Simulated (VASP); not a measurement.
Input of a VASP 6.6.1 run:

Contents of INCAR:

```
PREC     = Accurate       # precision mode
ENCUT    = 520            # plane-wave cutoff, eV
EDIFF    = 1E-6           # SCF threshold, eV
ISMEAR   = -1             # smearing method
SIGMA    = 0.05           # smearing width, eV
LREAL    = False          # projectors in reciprocal space
LASPH    = True           # aspherical terms in the spheres
NELM     = 60             # most SCF steps
ALGO     = Normal         # electronic algorithm
ISIF     = 2              # what is computed and relaxed
LWAVE    = False          # write WAVECAR
LCHARG   = True           # write CHGCAR
GGA      = CA             # functional
LELF     = True           # ELF
LVHAR    = True         
NBANDS   = 19             # bands
```

Contents of KPOINTS:

```
regular mesh
0
Gamma
  9 9 9
```

Contents of POSCAR:

```
LaIn
1.0
    2.9133890200      0.0000000000      0.0000000000
    0.0000000000      2.9133890200      0.0000000000
    0.0000000000      0.0000000000      2.9133890200
La In
1 1
Direct
    0.5000000000      0.5000000000      0.5000000000
    0.0000000000      0.0000000000      0.0000000000
```

Potentials or basis: VASP PAW LDA potentials, release 64 (La, In_d).

The run is started by

```sh
$ cat potpaw_LDA.64/La/POTCAR potpaw_LDA.64/In_d/POTCAR > POTCAR
$ mpirun -np 1 vasp_std > vasp.out
```

Predict the band gap on the k mesh.

zero (bands 12 and 13 overlap by 3.26 eV).

What does it give for the pressure?

265.5 GPa.

Caveat: the cell stands under pressure; spin-orbit coupling is left out, which moves the levels of the heavy elements.
